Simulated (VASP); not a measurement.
# GaGe (F-43m) in VASP: further runs, part 2 of 2

VASP 6.6.1.

**6. Single point, PBEsol (volume scaled by 1.04)**

Input file INCAR:

```
SYSTEM = GaGe
  ALGO = Normal
  EDIFF = 1E-7
  ENCUT = 520
  GGA = PS
  ISIF = 2
  ISMEAR = -1
  LASPH = .TRUE.
  LCHARG = .FALSE.
  LREAL = .FALSE.
  LWAVE = .FALSE.
  NBANDS = 20
  NELM = 80
  PREC = Accurate
  SIGMA = 0.05
```

Input file KPOINTS:

```
k-points
0
G
  8 8 8
  0 0 0
```

Input file POSCAR:

```
GaGe
1.0
    0.0000000000      2.9359778994      2.9359778994
    2.9359778994      0.0000000000      2.9359778994
    2.9359778994      2.9359778994      0.0000000000
Ge Ga
1 1
Direct
    0.0000000000      0.0000000000      0.0000000000
    0.2500000000      0.2500000000      0.2500000000
```

Potentials or basis: VASP PAW PBE potentials, release 64 (Ge_d, Ga_d).

On the command line:

```bash
cat potpaw_PBE.64/Ge_d/POTCAR potpaw_PBE.64/Ga_d/POTCAR > POTCAR
mpirun -np 1 vasp_std > vasp.out
```

OUTCAR:

```text
SYSTEM = GaGe
   EDIFF = 1E-7
   ENCUT = 520
   GGA = PS
   ISIF = 2
   ISMEAR = -1
   LASPH = .TRUE.
   LREAL = .FALSE.
   NELM = 80
   PREC = Accurate

 ion  position               nearest neighbor table
   1  0.000  0.000  0.000-   2 2.54   2 2.54   2 2.54   2 2.54
   2  0.250  0.250  0.250-   1 2.54   1 2.54   1 2.54   1 2.54

  LATTYP: Found a face centered cubic cell.
 ALAT       =     5.8719557988

  Lattice vectors:

 A1 = (   0.0000000000,   2.9359778994,   2.9359778994)
 A2 = (   2.9359778994,   0.0000000000,   2.9359778994)
 A3 = (   2.9359778994,   2.9359778994,   0.0000000000)

Analysis of symmetry for initial positions (statically):
=====================================================================
 Subroutine PRICEL returns:
 Original cell was already a primitive cell.

 Routine SETGRP: Setting up the symmetry group for a
 face centered cubic supercell.

 Subroutine GETGRP returns: Found 24 space group operations
 (whereof 24 operations were pure point group operations)
 out of a pool of 48 trial point group operations.

The static configuration has the point symmetry T_d .

Analysis of symmetry for dynamics (positions and initial velocities):
=====================================================================
 Subroutine PRICEL returns:
 Original cell was already a primitive cell.

 Routine SETGRP: Setting up the symmetry group for a
 face centered cubic supercell.

 Subroutine GETGRP returns: Found 24 space group operations
 (whereof 24 operations were pure point group operations)
 out of a pool of 48 trial point group operations.

The dynamic configuration has the point symmetry T_d .

 Subroutine INISYM returns: Found 24 space group operations
 (whereof 24 operations are pure point group operations),
 and found     1 'primitive' translations

----------------------------------------------------------------------------------------

                                     Primitive cell

  volume of cell :      50.6161

  direct lattice vectors                    reciprocal lattice vectors
     0.000000000  2.935977899  2.935977899    -0.170301009  0.170301009  0.170301009
     2.935977899  0.000000000  2.935977899     0.170301009 -0.170301009  0.170301009
     2.935977899  2.935977899  0.000000000     0.170301009  0.170301009 -0.170301009

  length of vectors
     4.152099764  4.152099764  4.152099764     0.294970001  0.294970001  0.294970001

  position of ions in fractional coordinates (direct lattice)
     0.000000000  0.000000000  0.000000000
     0.250000000  0.250000000  0.250000000

  ion indices of the primitive-cell ions
   primitive index   ion index
                 1           1
                 2           2

----------------------------------------------------------------------------------------

 KPOINTS: k-points

Automatic generation of k-mesh.
 Grid dimensions read from file:
 generate k-points for:    8    8    8

 Generating k-lattice:

  Cartesian coordinates                     Fractional coordinates (reciprocal lattice)
    -0.021287626  0.021287626  0.021287626     0.125000000  0.000000000  0.000000000
     0.021287626 -0.021287626  0.021287626     0.000000000  0.125000000  0.000000000
     0.021287626  0.021287626 -0.021287626     0.000000000  0.000000000  0.125000000

  Length of vectors
     0.036871250  0.036871250  0.036871250

  Shift w.r.t. Gamma in fractional coordinates (k-lattice)
     0.000000000  0.000000000  0.000000000

 Subroutine IBZKPT returns following result:
 ===========================================

 Found     29 irreducible k-points:

 Following reciprocal coordinates:
            Coordinates               Weight
  0.000000  0.000000  0.000000      1.000000
  0.125000  0.000000  0.000000      8.000000
  0.250000  0.000000  0.000000      8.000000
  0.375000  0.000000  0.000000      8.000000
  0.500000  0.000000  0.000000      4.000000
  0.125000  0.125000  0.000000      6.000000
[... 16 lines left out ...]
  0.500000  0.250000  0.125000     48.000000
 -0.375000  0.250000  0.125000     24.000000
 [... further k-points ...]
   k-points           NKPTS =     29   k-points in BZ     NKDIM =     29   number of bands    NBANDS=     20
   number of dos      NEDOS =    301   number of ions     NIONS =      2
   total plane-waves  NPLWV =  32768
   dimension x,y,z NGX =    32 NGY =   32 NGZ =   32
   dimension x,y,z NGXF=    64 NGYF=   64 NGZF=   64
   ions per type =               1   1
   NGX,Y,Z   is equivalent  to a cutoff of  12.81, 12.81, 12.81 a.u.
   NGXF,Y,Z  is equivalent  to a cutoff of  25.62, 25.62, 25.62 a.u.
 SYSTEM =  GaGe
   PREC   = accura    normal or accurate (medium, high low for compatibility)
   ISTART =      0    job   : 0-new  1-cont  2-samecut
   ICHARG =      2    charge: 1-file 2-atom 10-const
   ISPIN  =      1    spin polarized calculation?
   LNONCOLLINEAR =      F non collinear calculations
   LSORBIT =      F    spin-orbit coupling
   LASPH  =      T    aspherical Exc in radial PAW
   ENCUT  =  520.0 eV  38.22 Ry    6.18 a.u.   7.72  7.72  7.72*2*pi/ulx,y,z
   NELM   =     80;   NELMIN=  2; NELMDL= -5     # of ELM steps
   EDIFF  = 0.1E-06   stopping-criterion for ELM
   LREAL  =      F    real-space projection
   EDIFFG = 0.1E-05   stopping-criterion for IOM
   NSW    =      0    number of steps for IOM
   IBRION =     -1    ionic relax: 0-MD 1-quasi-New 2-CG
   NFREE  =      0    steps in history (QN), initial steepest desc. (CG)
   ISIF   =      2    stress and relaxation
   ISYM   =      2    0-nonsym 1-usesym 2-fastsym
   POTIM  = 0.5000    time-step for ionic-motion
   TEBEG  =    0.0;   TEEND  =   0.0 temperature during run
   PSTRESS=    0.0 pullay stress
   NELECT =      27.0000    total number of electrons
   NUPDOWN=      -1.0000    fix difference up-down
   EMIN   =  10.00;   EMAX   =-10.00  energy-range for DOS
   EFERMI =   0.00;   METHOD = LEGACY
   ISMEAR =    -1;   SIGMA  =   0.05  broadening in eV -4-tet -1-fermi 0-gaus
   EFERMI_NEDOS =   21; number of points for ismear=-14 and -15
   IALGO  =     38    algorithm
   IMIX   =      4    mixing-type and parameters
     AMIX     =   0.40;   BMIX     =  1.00
     AMIX_MAG =   1.60;   BMIX_MAG =  1.00
  volume/ion in A,a.u.               =      25.31       170.79
  Fermi-wavevector in a.u.,A,eV,Ry     =   1.327700  2.508989 23.984179  1.762787
  Thomas-Fermi vector in A             =   2.456993
   LORBIT       =      0    0 simple, 1 ext, 2 COOP (PROOUT), +10 PAW based schemes
   GGA     = PS    functional components
   LHFCALC =     F    Hartree Fock is set to
   AEXX    =    0.0000 exact exchange contribution
   IVDW    =     0    specifies the selected vdW correction
   LEPSILON=     F    determine dielectric tensor
   LRPA    =     F    only Hartree local field effects (RPA)
 non-spin polarized calculation
  energy-cutoff  :      520.00
  volume of cell :       50.62
 maximum number of plane-waves:      1380
   NGX = 15   NGY = 15   NGZ = 15

 number of electron      26.9999988 magnetization

 Free energy of the ion-electron system (eV)
  ---------------------------------------------------
  ext. energy  EPLUGINS =         0.00000000
  ---------------------------------------------------
  free energy    TOTEN  =        -7.86071964 eV

  energy without entropy =       -7.85193401  energy(sigma->0) =       -7.85632683

 E-fermi :   2.6466     XC(G=0):  -9.5616

 val. band max:        2.4201975210   @ k =   0.2500   0.2500   0.0000
 cond. band min:       2.6862018652   @ k =   0.5000   0.1250   0.0000
 fundamental gap:      0.2660043442
 Fermi energy:         2.6465623835

 k-point     1 :       0.0000    0.0000    0.0000
  band No.  band energies     occupation
      1     -21.2539      2.00000
      2     -21.2539      2.00000
      3     -21.2539      2.00000
      4     -21.2365      2.00000
      5     -21.2365      2.00000
      6     -11.6418      2.00000
[... 12 lines left out ...]
     19      10.0215      0.00000
     20      13.2225      0.00000

 k-point     2 :       0.1250    0.0000    0.0000
  band No.  band energies     occupation
      1     -21.2539      2.00000
      2     -21.2536      2.00000
      3     -21.2536      2.00000
      4     -21.2364      2.00000
      5     -21.2364      2.00000
      6     -11.6453      2.00000
[... 12 lines left out ...]
     19      10.9756      0.00000
     20      12.2707      0.00000
[... 465 lines left out ...]
      3     -21.2508      2.00000
      4     -21.2366      2.00000
      5     -21.2352      2.00000
      6     -11.6679      2.00000
[... 12 lines left out ...]
     19      12.7548      0.00000
     20      13.4368      0.00000

 k-point    24 :      -0.3750    0.2500    0.1250
  band No.  band energies     occupation
      1     -21.2535      2.00000
      2     -21.2521      2.00000
      3     -21.2505      2.00000
      4     -21.2363      2.00000
      5     -21.2352      2.00000
      6     -11.6697      2.00000
[... 12 lines left out ...]
     19      11.4956      0.00000
     20      14.2763      0.00000

 [... further k-points ...]
[... 5 lines left out ...]
  --------------------------------------------------------------------------------------
  -------------------------------------------------------------------------------------
  Total       -1.2628216     -1.2628216     -1.2628216      0.0000000      0.0000000      0.0000000
  in kB      -39.9727692    -39.9727692    -39.9727692      0.0000000      0.0000000      0.0000000
  external PRESSURE =     -39.9727692 kB  Pullay stress =       0.0000000 kB

 VOLUME and BASIS-vectors are now :
 -----------------------------------------------------------------------------
  energy-cutoff  :      520.00
  volume of cell :       50.62
      direct lattice vectors                 reciprocal lattice vectors
     0.000000000  2.935977899  2.935977899    -0.170301009  0.170301009  0.170301009
     2.935977899  0.000000000  2.935977899     0.170301009 -0.170301009  0.170301009
     2.935977899  2.935977899  0.000000000     0.170301009  0.170301009 -0.170301009

 POSITION                                       TOTAL-FORCE (eV/Angst)
 -----------------------------------------------------------------------------------
      0.00000      0.00000      0.00000         0.000000     -0.000000     -0.000000
      1.46799      1.46799      1.46799        -0.000000      0.000000      0.000000
 -----------------------------------------------------------------------------------
    total drift:                               -0.000000     -0.000000     -0.000000

  FREE ENERGIE OF THE ION-ELECTRON SYSTEM (eV)
  ---------------------------------------------------
  free  energy   TOTEN  =        -7.8607196435 eV

  energy  without entropy=       -7.8519340117  energy(sigma->0) =       -7.85632683
```

OSZICAR:

```text
N       E                     dE             d eps       ncg     rms          rms(c)
DAV:   1     0.160500363101E+03    0.16050E+03   -0.13894E+04  1212   0.291E+03
DAV:   2     0.157160038829E+02   -0.14478E+03   -0.14147E+03  1168   0.526E+02
DAV:   3    -0.717765979279E+01   -0.22894E+02   -0.22739E+02  1344   0.136E+02
DAV:   4    -0.791833134621E+01   -0.74067E+00   -0.74032E+00  1292   0.262E+01
DAV:   5    -0.793113733936E+01   -0.12806E-01   -0.12805E-01  1380   0.384E+00    0.210E+00
DAV:   6    -0.787522746544E+01    0.55910E-01   -0.96334E-02  1364   0.473E+00    0.116E+00
DAV:   7    -0.786120347233E+01    0.14024E-01   -0.27238E-02  1648   0.208E+00    0.258E-01
DAV:   8    -0.786062503041E+01    0.57844E-03   -0.50740E-03  1248   0.801E-01    0.544E-02
DAV:   9    -0.786070389175E+01   -0.78861E-04   -0.29178E-04  1308   0.221E-01    0.227E-02
DAV:  10    -0.786071782472E+01   -0.13933E-04   -0.33832E-05  1384   0.535E-02    0.611E-03
DAV:  11    -0.786071957132E+01   -0.17466E-05   -0.44211E-06  1332   0.243E-02    0.126E-03
DAV:  12    -0.786071964352E+01   -0.72204E-07   -0.48591E-07  1456   0.880E-03
   1 F= -.78607196E+01 E0= -.78563268E+01  d E =-.878563E-02
```

stdout:

```text
POSCAR found type information on POSCAR GeGa
 POSCAR found :  2 types and       2 ions
 scaLAPACK will be used
 -----------------------------------------------------------------------------
|                                                                             |
|                                                                             |
|     You enforced a specific xc type in the INCAR file but a different       |
|     I HOPE YOU KNOW WHAT YOU ARE DOING!                                     |
|                                                                             |
 -----------------------------------------------------------------------------

 LDA part: xc-table for (Slater+PW92), standard interpolation
 POSCAR, INCAR and KPOINTS ok, starting setup
 FFT: planning ... GRIDC
 FFT: planning ... GRID_SOFT
 FFT: planning ... GRID
 WAVECAR not read
 entering main loop
```

Run time: 9 s. Hardware: 1 thread of Intel Xeon 6975P-C (Granite Rapids), shared host; peak memory 0.18 GiB.

What came out:

- Free energy: -7.8607 eV
- Pressure: -4.0 GPa

Caveat: the PAW data sets were made with another functional, which shifts forces and pressure a little.

**7. Summary**

```tsv
cell	gap on the mesh (eV)	pressure (GPa)
a = 4.043 Å, angles 60.0°, 2 atoms	none	-0.4
a = 4.071 Å, angles 60.0°, 2 atoms	none	-1.5
a = 4.098 Å, angles 60.0°, 2 atoms	none	-2.4
a = 4.125 Å, angles 60.0°, 2 atoms	none	-3.3
a = 4.152 Å, angles 60.0°, 2 atoms	none	-4.0
```

Alike in all rows: task single point; level PBEsol; potentials or basis VASP PAW PBE potentials, release 64 (Ge_d, Ga_d); no spin polarisation; k mesh 8 × 8 × 8; cutoff (eV) 520; smearing fermi-dirac 0.05 eV.

Caveats: the PAW data sets were made with another functional, which shifts forces and pressure a little.

Total energies depend on the potentials used, so only differences within one code and one set of settings carry meaning.
